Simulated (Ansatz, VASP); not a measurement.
**One calculation of Ti3Si2, two programs**

File INCAR:

```
SYSTEM = Ti3Si2
PREC     = Accurate       ! precision mode
ENCUT    = 520            ! plane-wave cutoff, eV
EDIFF    = 1E-7           ! SCF threshold, eV
ISMEAR   = 0              ! smearing method
SIGMA    = 0.1            ! smearing width, eV
LREAL    = .False.        ! projectors in reciprocal space
LASPH    = .True.         ! aspherical terms in the spheres
NELM     = 150            ! most SCF steps
ALGO     = Normal         ! electronic algorithm
ISIF     = 2              ! what is computed and relaxed
LWAVE    = .False.        ! write WAVECAR
LCHARG   = .True.         ! write CHGCAR
ISPIN    = 2              ! spin polarisation
MAGMOM   = 1 1 1 0 0      ! initial moments
LORBIT   = 11             ! projections on sites
LMAXMIX  = 4              ! l up to which the mixer works
GGA      = PE             ! functional
LELF     = .True.         ! ELF
LVHAR    = .True.       
NBANDS   = 34             ! bands
```

The input KPOINTS:

```
regular mesh
0
Gamma
  4 4 4
  0 0 0
```

Contents of POSCAR:

```
Ti3Si2
1.0
    4.5498130489      0.0000000000      0.0000000000
    0.0000000000      4.5498130489      0.0000000000
    0.0000000000      0.0000000000      4.5498130489
Ti Si
3 2
Direct
    0.0000000000      0.5000000000      0.5000000000
    0.5000000000      0.0000000000      0.5000000000
    0.5000000000      0.5000000000      0.0000000000
    0.5000000000      0.5000000000      0.5000000000
    0.0000000000      0.0000000000      0.0000000000
```

Input for Ansatz:

```yaml
crystal:
  lattice:
    - [4.5498130489, 0.0, 0.0]
    - [0.0, 4.5498130489, 0.0]
    - [0.0, 0.0, 4.5498130489]
  atoms:
    - { symbol: Ti, position: [0.0, 0.5, 0.5], spin: 1.0 }
    - { symbol: Ti, position: [0.5, 0.0, 0.5], spin: 1.0 }
    - { symbol: Ti, position: [0.5, 0.5, 0.0], spin: 1.0 }
    - { symbol: Si, position: [0.5, 0.5, 0.5] }
    - { symbol: Si, position: [0.0, 0.0, 0.0] }
basis:
  ecutwfc: 420
kpoints:
  mp_grid: { grid: [4, 4, 4] }
hamiltonian:
  xc: pbe
scf:
  occupations: { method: gaussian, width: 0.1 }
  lower_state_search: "off"
output:
  forces: true
  stress: true
  eigenvalues: true
  populations: true
magnetization:
  spin_polarized: true
```

Alike in both runs: task single point; functional PBE; k mesh 4 × 4 × 4; occupations gaussian, width 0.1 eV; collinear spin.

|  | VASP | Ansatz |
| --- | --- | --- |
| version | VASP 6.6.1 | Ansatz 0.2.0 |
| potentials or method | VASP PAW PBE potentials, release 64 (Ti_sv, Si), cutoff 520 eV | scalar-relativistic, plane waves, PAW |
| valence electrons in the cell | 44 | 44 |

|  | VASP | Ansatz | Ansatz less VASP |
| --- | --- | --- | --- |
| gap on the k mesh at the Fermi level (eV) | none | none | - |
| pressure (GPa) | 0.1 | 0.1 | -0.02 |
| net moment per atom (μB) | 0.05 | 0.05 | +0.003 |
| size of the moment on the site where the two differ most (μB) | 0.06 | 0.05 | -0.006 |

Site moments also hang on the region over which each program counts them. A gap of «none» marks a metal or a gap that the smearing closes. The functional is the same, so the differences come from potentials, cutoffs and numerics. Ansatz's warnings: seeded moment not kept.
